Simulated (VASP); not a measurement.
# Fe (Im-3m) in VASP: notebook

Runs on Fe. Level: PBEsol. Tasks: single point.

Everything below comes from runs of VASP 6.6.1. Logs are shortened: lines on timing, memory, paths and dates and some standing lists are left out, and cuts for length are marked.

## 1. The cell of the first run

It takes space group Im-3m (No. 229, cubic). Conventional cell: a = 2.825 Å, b = 2.825 Å, c = 2.825 Å, α = 90.00°, β = 90.00°, γ = 90.00°. Within 3.2 Å of Fe (site symmetry m-3m) lie 14 Fe at 2.45 to 2.82 Å.

## 2. Single point, PBEsol, collinear spin, ferromagnetic start (11.27 Å³/atom)

Contents of INCAR:

```
ALGO     = Normal         # electronic algorithm
EDIFF    = 1E-6           # SCF threshold, eV
ENCUT    = 520            # plane-wave cutoff, eV
GGA      = PS             # functional
ISIF     = 2              # what is computed and relaxed
ISMEAR   = -1             # smearing method
ISPIN    = 2              # spin polarisation
LASPH    = T              # aspherical terms in the spheres
LCHARG   = F              # write CHGCAR
LMAXMIX  = 4              # l up to which the mixer works
LORBIT   = 11             # projections on sites
LREAL    = F              # projectors in reciprocal space
LWAVE    = F              # write WAVECAR
MAGMOM   = 2.132          # initial moments
NBANDS   = 14             # bands
NELM     = 150            # most SCF steps
PREC     = Accurate       # precision mode
SIGMA    = 0.05           # smearing width, eV
```

Contents of KPOINTS:

```
k-points
0
Gamma
  26 26 26
```

Contents of POSCAR:

```
Fe
1.0
   -1.4123906800      1.4123906800      1.4123906800
    1.4123906800     -1.4123906800      1.4123906800
    1.4123906800      1.4123906800     -1.4123906800
Fe
1
Direct
    0.0000000000      0.0000000000      0.0000000000
```

Potentials or basis: VASP PAW PBE potentials, release 64 (Fe).

Launch:

```bash
$ cat potpaw_PBE.64/Fe/POTCAR > POTCAR
$ mpirun -np 1 vasp_std > vasp.out
```

OUTCAR:

```text
EDIFF = 1E-6
   ENCUT = 520
   GGA = PS
   ISIF = 2
   ISMEAR = -1
   ISPIN = 2
   LASPH = T
   LORBIT = 11
   LREAL = F
   NELM = 150
   PREC = Accurate

 ion  position               nearest neighbor table
   1  0.000  0.000  0.000-

  LATTYP: Found a body centered cubic cell.
 ALAT       =     2.8247813600

  Lattice vectors:

 A1 = (  -1.4123906800,   1.4123906800,   1.4123906800)
 A2 = (   1.4123906800,  -1.4123906800,   1.4123906800)
 A3 = (   1.4123906800,   1.4123906800,  -1.4123906800)

Analysis of symmetry for initial positions (statically):
=====================================================================
 Subroutine PRICEL returns:
 Original cell was already a primitive cell.

 Routine SETGRP: Setting up the symmetry group for a
 body centered cubic supercell.

 Subroutine GETGRP returns: Found 48 space group operations
 (whereof 48 operations were pure point group operations)
 out of a pool of 48 trial point group operations.

The static configuration has the point symmetry O_h .

Analysis of symmetry for dynamics (positions and initial velocities):
=====================================================================
 Subroutine PRICEL returns:
 Original cell was already a primitive cell.

 Routine SETGRP: Setting up the symmetry group for a
 body centered cubic supercell.

 Subroutine GETGRP returns: Found 48 space group operations
 (whereof 48 operations were pure point group operations)
 out of a pool of 48 trial point group operations.

The dynamic configuration has the point symmetry O_h .

Analysis of structural, dynamic, and magnetic symmetry:
=====================================================================
 Subroutine PRICEL returns:
 Original cell was already a primitive cell.

 Routine SETGRP: Setting up the symmetry group for a
 body centered cubic supercell.

 Subroutine GETGRP returns: Found 48 space group operations
 (whereof 48 operations were pure point group operations)
 out of a pool of 48 trial point group operations.

The overall configuration has the point symmetry O_h .

 Subroutine INISYM returns: Found 48 space group operations
 (whereof 48 operations are pure point group operations),
 and found     1 'primitive' translations

----------------------------------------------------------------------------------------

                                     Primitive cell

  volume of cell :      11.2700

  direct lattice vectors                    reciprocal lattice vectors
    -1.412390680  1.412390680  1.412390680     0.000000000  0.354009699  0.354009699
[... 115 lines left out ...]
 spin polarized calculation
  energy-cutoff  :      520.00
  volume of cell :       11.27
 maximum number of plane-waves:       321
   NGX =  9   NGY =  9   NGZ =  9

 number of electron       8.0000009 magnetization       2.1707000

 Free energy of the ion-electron system (eV)
  ---------------------------------------------------
  ext. energy  EPLUGINS =         0.00000000
  ---------------------------------------------------
  free energy    TOTEN  =        -8.91095647 eV

  energy without entropy =       -8.90301779  energy(sigma->0) =       -8.90698713

 E-fermi :   5.7594     XC(G=0): -13.3235

 val. band max:        5.7575291308   @ k =   0.4231   0.0769   0.0385
 cond. band min:       5.7596870584   @ k =  -0.4231   0.4231   0.3077
 fundamental gap:      0.0021579275
 Fermi energy:         5.7594047712

 spin component 1

 k-point     1 :       0.0000    0.0000    0.0000
  band No.  band energies     occupation
      1      -2.8171      1.00000
      2       3.4228      1.00000
      3       3.4228      1.00000
      4       3.4228      1.00000
      5       4.7014      1.00000
      6       4.7014      1.00000
      7      30.7572      0.00000
      8      30.7572      0.00000
      9      30.7572      0.00000
     10      35.9113      0.00000
     11      35.9113      0.00000
     12      38.2285      0.00000
     13      38.2285      0.00000
     14      38.2285      0.00000
[... 379 lines left out ...]
      3       4.4703      1.00000
      4       4.7966      1.00000
      5       5.1147      1.00000
      6       6.0528      0.00282
      7      15.0751      0.00000
      8      24.2950      0.00000
      9      26.3214      0.00000
     10      29.7079      0.00000
     11      33.4276      0.00000
     12      39.7610      0.00000
     13      42.1758      0.00000
     14      49.1944      0.00000

 [... further k-points ...]

 spin component 2

 k-point     1 :       0.0000    0.0000    0.0000
  band No.  band energies     occupation
      1      -2.5599      1.00000
      2       5.3297      0.99981
      3       5.3298      0.99981
      4       5.3298      0.99981
      5       7.3260      0.00000
      6       7.3260      0.00000
      7      30.6641      0.00000
      8      30.6641      0.00000
      9      30.6641      0.00000
     10      36.2155      0.00000
     11      36.2155      0.00000
     12      38.9571      0.00000
     13      38.9571      0.00000
     14      38.9571      0.00000
[... 379 lines left out ...]
      3       5.5313      0.98967
      4       7.1601      0.00000
      5       7.5795      0.00000
      6       8.1214      0.00000
      7      16.2078      0.00000
      8      24.5142      0.00000
      9      26.9517      0.00000
     10      30.2599      0.00000
     11      34.1289      0.00000
     12      40.0112      0.00000
     13      42.5127      0.00000
     14      49.9191      0.00000

 [... further k-points ...]
[... 5 lines left out ...]
  --------------------------------------------------------------------------------------
  -------------------------------------------------------------------------------------
  Total       -0.5730014     -0.5730014     -0.5730014     -0.0000000      0.0000000     -0.0000000
  in kB      -81.4594942    -81.4594942    -81.4594942     -0.0000000      0.0000000     -0.0000000
  external PRESSURE =     -81.4594942 kB  Pullay stress =       0.0000000 kB

 VOLUME and BASIS-vectors are now :
 -----------------------------------------------------------------------------
  energy-cutoff  :      520.00
  volume of cell :       11.27
      direct lattice vectors                 reciprocal lattice vectors
    -1.412390680  1.412390680  1.412390680     0.000000000  0.354009699  0.354009699
     1.412390680 -1.412390680  1.412390680     0.354009699  0.000000000  0.354009699
     1.412390680  1.412390680 -1.412390680     0.354009699  0.354009699  0.000000000

 POSITION                                       TOTAL-FORCE (eV/Angst)
 -----------------------------------------------------------------------------------
      0.00000      0.00000      0.00000        -0.000000      0.000000     -0.000000
 -----------------------------------------------------------------------------------
    total drift:                                0.000000      0.000000      0.000000

  FREE ENERGIE OF THE ION-ELECTRON SYSTEM (eV)
  ---------------------------------------------------
  free  energy   TOTEN  =        -8.9109564664 eV

  energy  without entropy=       -8.9030177898  energy(sigma->0) =       -8.90698713

 total charge

# of ion       s       p       d       tot
------------------------------------------
    1        0.493   0.551   6.245   7.289

 magnetization (x)

# of ion       s       p       d       tot
------------------------------------------
    1       -0.013  -0.050   2.221   2.159
```

Wall time 76 s (1 thread of Intel Xeon Platinum 8488C (Sapphire Rapids), shared host); peak memory 0.22 GiB.

Results:

```
Free energy                                           : -8.9110 eV
Pressure                                              : -8.1 GPa
Net moment                                            : 2.17 μB per cell
Site moments                                          : Fe +2.16 μB
Valence electrons inside the program's atomic spheres : Fe 7.29
```

Levels at points of the mesh, in eV from the Fermi level:
Spin up:
```
           k point  band 2  band 3  band 4  band 5  band 6  band 7  band 8  band 9
(0.00, 0.00, 0.00)   -2.34   -2.34   -2.34   -1.06   -1.06   25.00   25.00   25.00
(0.50, 0.00, 0.00)   -3.44   -1.00   -0.86    0.40    0.42    7.38   18.34   20.24
(0.50, 0.50, 0.50)   -4.90    0.13    0.13    0.13    9.89    9.89    9.89   15.68
```
Spin down:
```csv
k point,band 1,band 2,band 3,band 4,band 5,band 6,band 7
"(0.00, 0.00, 0.00)",-8.32,-0.43,-0.43,-0.43,1.57,1.57,24.90
"(0.50, 0.00, 0.00)",-3.72,-1.73,0.64,1.44,1.83,2.61,8.77
"(0.50, 0.50, 0.50)",-3.14,-3.14,2.31,2.31,2.31,10.24,10.24
```

Caveat: the cell stands under tension; the PAW data sets were made with another functional, which shifts forces and pressure a little.

## 3. Single point, PBEsol, collinear spin, ferromagnetic start (11.70 Å³/atom)

This run uses another cell than the first one, of 11.70 Å³/atom.

Contents of INCAR:

```
SYSTEM = Fe
ALGO     = Normal         ! electronic algorithm
EDIFF    = 1E-7           ! SCF threshold, eV
ENCUT    = 520            ! plane-wave cutoff, eV
GGA      = PS             ! functional
ISIF     = 2              ! what is computed and relaxed
ISMEAR   = -1             ! smearing method
ISPIN    = 2              ! spin polarisation
LASPH    = .True.         ! aspherical terms in the spheres
LCHARG   = .False.        ! write CHGCAR
LMAXMIX  = 4              ! l up to which the mixer works
LORBIT   = 11             ! projections on sites
LREAL    = .False.        ! projectors in reciprocal space
LWAVE    = .False.        ! write WAVECAR
MAGMOM   = 2.132          ! initial moments
NBANDS   = 14             ! bands
NELM     = 150            ! most SCF steps
PREC     = Accurate       ! precision mode
SIGMA    = 0.05           ! smearing width, eV
```

Contents of KPOINTS:

```
k-points
0
Gamma
  26 26 26
  0 0 0
```

Contents of POSCAR:

```
Fe
1.0
   -1.4302709412      1.4302709412      1.4302709412
    1.4302709412     -1.4302709412      1.4302709412
    1.4302709412      1.4302709412     -1.4302709412
Fe
1
Direct
    0.0000000000      0.0000000000      0.0000000000
```

Potentials or basis: VASP PAW PBE potentials, release 64 (Fe).

Launch:

```bash
$ cat potpaw_PBE.64/Fe/POTCAR > POTCAR
$ mpirun -np 1 vasp_std > vasp.out
```

Run time: 85 s. Hardware: 1 thread of Intel Xeon Platinum 8488C (Sapphire Rapids), shared host; peak memory 0.23 GiB.

Results (log left out):

```
Free energy                                           : -8.8800 eV
Pressure                                              : -14.3 GPa
Net moment                                            : 2.23 μB per cell
Site moments                                          : Fe +2.23 μB
Valence electrons inside the program's atomic spheres : Fe 7.21
```

Levels at points of the mesh, in eV from the Fermi level:
Spin up:
| k point | band 3 | band 4 | band 5 | band 6 | band 7 | band 8 |
| --- | --- | --- | --- | --- | --- | --- |
| (0.00, 0.00, 0.00) | -2.25 | -2.25 | -1.04 | -1.04 | 24.66 | 24.66 |
| (0.50, 0.00, 0.00) | -0.99 | -0.86 | 0.34 | 0.46 | 7.07 | 18.05 |
| (0.50, 0.50, 0.50) | 0.08 | 0.08 | 0.08 | 9.65 | 9.65 | 9.65 |
Spin down:
| k point | band 1 | band 2 | band 3 | band 4 | band 5 | band 6 | band 7 | band 8 |
| --- | --- | --- | --- | --- | --- | --- | --- | --- |
| (0.00, 0.00, 0.00) | -8.08 | -0.28 | -0.28 | -0.28 | 1.63 | 1.63 | 24.54 | 24.54 |
| (0.50, 0.00, 0.00) | -3.46 | -1.51 | 0.66 | 1.51 | 1.87 | 2.62 | 8.48 | 18.18 |
| (0.50, 0.50, 0.50) | -2.86 | -2.86 | 2.33 | 2.33 | 2.33 | 10.00 | 10.00 | 10.00 |

Caveat: the cell stands under tension; the PAW data sets were made with another functional, which shifts forces and pressure a little.

## 4. Single point, PBEsol, collinear spin, ferromagnetic start (12.14 Å³/atom)

This run uses another cell than the first one, of 12.14 Å³/atom.

Contents of INCAR:

```
PREC = Accurate
ENCUT = 520
EDIFF = 1E-6
ISMEAR = -1
SIGMA = 0.05
LREAL = F
LASPH = T
NELM = 150
ALGO = Normal
ISIF = 2
LWAVE = F
LCHARG = T
ISPIN = 2
MAGMOM = 2.132
LORBIT = 11
LMAXMIX = 4
GGA = PS
LELF = T
LVHAR = T
NBANDS = 14
```

Contents of KPOINTS:

```
Automatic mesh
0
Gamma
  26 26 26
```

Contents of POSCAR:

```
Fe
1.0
   -1.4477149890      1.4477149890      1.4477149890
    1.4477149890     -1.4477149890      1.4477149890
    1.4477149890      1.4477149890     -1.4477149890
Fe
1
Direct
    0.0000000000      0.0000000000      0.0000000000
```

Launch:

```bash
$ cat potpaw_PBE.64/Fe/POTCAR > POTCAR
$ mpirun -np 1 vasp_std > vasp.out
```

Wall time 2.3 min (1 thread of Intel Xeon Platinum 8488C (Sapphire Rapids), shared host); peak memory 0.24 GiB.

Results (log left out):

```
Free energy                                           : -8.8349 eV
Pressure                                              : -18.7 GPa
Net moment                                            : 2.31 μB per cell
Site moments                                          : Fe +2.31 μB
Valence electrons inside the program's atomic spheres : Fe 7.14
```

Levels at points of the mesh, in eV from the Fermi level:
Spin up:
```
           k point  band 2  band 3  band 4  band 5  band 6  band 7  band 8  band 9
(0.00, 0.00, 0.00)   -2.18   -2.18   -2.18   -1.03   -1.03   24.32   24.32   24.32
(0.50, 0.00, 0.00)   -3.16   -0.99   -0.87    0.27    0.49    6.76   17.76   19.14
(0.50, 0.50, 0.50)   -4.45    0.02    0.02    0.02    9.42    9.42    9.42   14.97
```
Spin down:
| k point | band 1 | band 2 | band 3 | band 4 | band 5 | band 6 | band 7 | band 8 |
| --- | --- | --- | --- | --- | --- | --- | --- | --- |
| (0.00, 0.00, 0.00) | -7.86 | -0.12 | -0.12 | -0.12 | 1.69 | 1.69 | 24.19 | 24.19 |
| (0.50, 0.00, 0.00) | -3.22 | -1.30 | 0.68 | 1.58 | 1.92 | 2.64 | 8.22 | 17.88 |
| (0.50, 0.50, 0.50) | -2.60 | -2.60 | 2.36 | 2.36 | 2.36 | 9.77 | 9.77 | 9.77 |

Caveat: the cell stands under tension; the PAW data sets were made with another functional, which shifts forces and pressure a little.

## 5. Summary

| cell | gap on the mesh (eV) | pressure (GPa) | moment (μB) |
| --- | --- | --- | --- |
| a = 2.446 Å, angles 109.5°, 1 atom | none | -8.1 | 2.17 |
| a = 2.477 Å, angles 109.5°, 1 atom | none | -14.3 | 2.23 |
| a = 2.508 Å, angles 109.5°, 1 atom | none | -18.7 | 2.31 |

Alike in all rows: task single point; level PBEsol; potentials or basis VASP PAW PBE potentials, release 64 (Fe); spin collinear, ferromagnetic start; k mesh 26 × 26 × 26; cutoff (eV) 520; smearing fermi-dirac 0.05 eV.

Caveats: the cell stands under tension; the PAW data sets were made with another functional, which shifts forces and pressure a little.

Total energies depend on the potentials used, so only differences within one code and one set of settings carry meaning.
